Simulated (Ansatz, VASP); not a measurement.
# Two plane-wave programs on Ti4B

```
Ti B
1.0
    -3.86446    3.86446    1.43509
     3.86446   -3.86446    1.43509
     3.86446    3.86446   -1.43509
Ti B
4 1
Direct
  0.00000 0.72152 0.72152
  0.00000 0.27848 0.27848
  0.72152 0.00000 0.72152
  0.27848 0.00000 0.27848
  0.00000 0.00000 0.00000
```

Alike in both runs: task single point; functional PBE; k mesh 6 × 6 × 6; occupations gaussian, width 0.1 eV; collinear spin.

```csv
,VASP,Ansatz
version,VASP 6.6.1,Ansatz 0.2.0
potentials or method,"VASP PAW PBE potentials, release 64 (Ti_sv, B), cutoff 520 eV","scalar-relativistic, plane waves, PAW"
valence electrons in the cell,51,51
```

```tsv
	VASP	Ansatz	Ansatz less VASP
gap on the k mesh at the Fermi level (eV)	none	none	-
pressure (GPa)	-0.1	0.0	+0.15
rms of the force components (eV/Å)	0.006	0.000	-0.0053
net moment per atom (μB)	0.00	0.00	0.000
```

Atom by atom the forces differ by 0.006 eV/Å (rms over components). A gap of «none» marks a metal or a gap that the smearing closes. With one functional, cell and mesh, what is left measures potentials, basis and numerics. Ansatz's warnings: seeded moment not kept.

The k mesh is coarse, so the values compare programs but aren't converged.
